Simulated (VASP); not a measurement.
Here is a VASP 6.6.1 calculation.

The input INCAR:

```
PREC     = Accurate       # precision mode
ENCUT    = 600            # plane-wave cutoff, eV
EDIFF    = 1E-7           # SCF threshold, eV
ISMEAR   = 0              # smearing method
SIGMA    = 0.1            # smearing width, eV
LREAL    = F              # projectors in reciprocal space
LASPH    = T              # aspherical terms in the spheres
NELM     = 120            # most SCF steps
ALGO     = Normal         # electronic algorithm
ISIF     = 3              # what is computed and relaxed
LWAVE    = F              # write WAVECAR
LCHARG   = F              # write CHGCAR
GGA      = PE             # functional
IBRION   = 2              # ionic algorithm
NSW      = 80             # ionic steps
EDIFFG   = -0.01          # ionic threshold
PSTRESS  = 300.0        
GGA_COMPAT= F            
NELMIN   = 4
```

Contents of KPOINTS:

```
regular mesh
0
Gamma
  14 14 14
```

Contents of POSCAR:

```
SiC
1.0
   -1.5247650557      1.4710796665      2.0909030362
    1.5247650557     -1.4710796665      2.0909030362
    1.5247650557      1.4710796665     -2.0909030362
Si C
1 1
Selective dynamics
Direct
    0.0000000000      0.0000000000      0.0000000000  F F F
    0.8000000000      0.3000000000      0.5000000000  F F F
```

Potentials or basis: VASP PAW PBE potentials, release 64 (Si, C).

Command:

```bash
$ cat potpaw_PBE.64/Si/POTCAR potpaw_PBE.64/C/POTCAR > POTCAR
$ mpirun -np 1 vasp_std > vasp.out
```

Problem. Estimate the relaxed volume.

Solution. 9.35 Å³/atom.

Problem. Estimate the band gap on the k mesh.

Solution. Zero (band 4 reaches 10.41 eV, above the bottom of band 5 at 9.69 eV).

Final structure:
```xyz
2
Lattice="-1.5735 1.4637 2.0292 1.5735 -1.4637 2.0292 1.5735 1.4637 -2.0292" Properties=species:S:1:pos:R:3 pbc="T T T"
Si    0.0000    0.0000    0.0000
C     0.0000    1.4637    1.2175
```

Caveat: the cell is relaxed towards a set pressure, so the enthalpy falls and the energy may rise.
